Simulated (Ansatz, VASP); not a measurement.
Au in VASP and in Ansatz

```
Au
1.0
     0.00000    2.04000    2.04000
     2.04000    0.00000    2.04000
     2.04000    2.04000    0.00000
Au
1
Direct
  0.00000 0.00000 0.00000
```

Alike in both runs: task relaxation of cell and atoms; functional PBEsol; k mesh 23 × 23 × 23; no spin polarisation.

```csv
,VASP,Ansatz
version,VASP 6.6.1,Ansatz 0.2.0
potentials or method,"VASP PAW PBE potentials, release 64 (Au)","plane-wave PAW, scalar-relativistic"
plane-wave cutoff (eV),600,420
occupations,"methfessel-paxton of order 1, width 0.1 eV","cold, width 0.1 eV"
valence electrons in the cell,11,19
```

|  | VASP | Ansatz | Ansatz less VASP |
| --- | --- | --- | --- |
| relaxed volume (Å³/atom) | 16.99 | 17.01 | +0.019 |
| relaxed cell length with the largest relative difference (Å) | 2.885 | 2.887 | +0.0011 |

VASP's potentials were made for PBE, not for PBEsol, and Ansatz warns of the same on its side. VASP's potentials hold 11 valence electrons a cell and Ansatz's 19, so a difference there can come from the potentials and not from the codes.

Spin-orbit coupling is off throughout.
